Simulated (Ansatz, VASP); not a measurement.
Ga4Sb3P in VASP and in Ansatz

INCAR

```
PREC     = Accurate       # precision mode
ENCUT    = 520            # plane-wave cutoff, eV
EDIFF    = 1E-7           # SCF threshold, eV
ISMEAR   = -1             # smearing method
SIGMA    = 0.02           # smearing width, eV
LREAL    = False          # projectors in reciprocal space
LASPH    = True           # aspherical terms in the spheres
NELM     = 80             # most SCF steps
ALGO     = Normal         # electronic algorithm
ISIF     = 2              # what is computed and relaxed
LWAVE    = False          # write WAVECAR
LCHARG   = True           # write CHGCAR
GGA      = PE             # functional
LELF     = True           # ELF
LVHAR    = True         
NBANDS   = 46             # bands
```

File KPOINTS:

```
Automatic mesh
0
Gamma
  4 4 4
```

POSCAR

```
Ga4Sb3P
1.0
    5.9613106816      0.0000000000      0.0000000000
    0.0000000000      5.9613106816      0.0000000000
    0.0000000000      0.0000000000      5.9613106816
P Ga Sb
1 4 3
Direct
    0.0000000000      0.0000000000      0.0000000000
    0.7637174891      0.7637174891      0.7637174891
    0.2362825109      0.2362825109      0.7637174891
    0.2362825109      0.7637174891      0.2362825109
    0.7637174891      0.2362825109      0.2362825109
    0.5000000000      0.5000000000      0.0000000000
    0.5000000000      0.0000000000      0.5000000000
    0.0000000000      0.5000000000      0.5000000000
```

Input for Ansatz:

```yaml
crystal:
  lattice:
    - [5.9613106816, 0.0, 0.0]
    - [0.0, 5.9613106816, 0.0]
    - [0.0, 0.0, 5.9613106816]
  atoms:
    - { symbol: P, position: [0.0, 0.0, 0.0] }
    - { symbol: Ga, position: [0.7637174891, 0.7637174891, 0.7637174891] }
    - { symbol: Sb, position: [0.5, 0.5, 0.0] }
    - { symbol: Ga, position: [0.2362825109, 0.2362825109, 0.7637174891] }
    - { symbol: Sb, position: [0.5, 0.0, 0.5] }
    - { symbol: Ga, position: [0.2362825109, 0.7637174891, 0.2362825109] }
    - { symbol: Sb, position: [0.0, 0.5, 0.5] }
    - { symbol: Ga, position: [0.7637174891, 0.2362825109, 0.2362825109] }
kpoints:
  mp_grid: { grid: [4, 4, 4] }
  band_path:
    path: [[0.0, 0.0, 0.0], [0.0, 0.5, 0.0], [0.5, 0.5, 0.0], [0.5, 0.5, 0.5]]
    npoints: 1
hamiltonian:
  xc: pbe
scf:
  occupations: { method: fermi_dirac, width: 0.02 }
  n_extra_bands: 6
output:
  forces: true
  stress: true
  eigenvalues: true
```

Alike in both runs: task single point; functional PBE; k mesh 4 × 4 × 4; occupations fermi-dirac, width 0.02 eV; no spin polarisation.

|  | VASP | Ansatz |
| --- | --- | --- |
| version | VASP 6.6.1 | Ansatz 0.2.0 |
| potentials or method | VASP PAW PBE potentials, release 64 (P, Ga_d, Sb) | plane waves, PAW |
| plane-wave cutoff (eV) | 520 | 420 |
| valence electrons in the cell | 72 | 102 |

Ansatz gave:

```
pressure (GPa)                     : 2.0
rms of the force components (eV/Å) : 0.023
```

Problem. What did VASP give for the same quantities?

Solution. Pressure (GPa): 2.1; rms of the force components (eV/Å): 0.026.

The functional is the same, so the differences come from potentials, cutoffs and numerics. VASP's potentials hold 72 valence electrons a cell and Ansatz's 102, so a difference there can come from the potentials and not from the codes.

Spin-orbit coupling is off throughout.
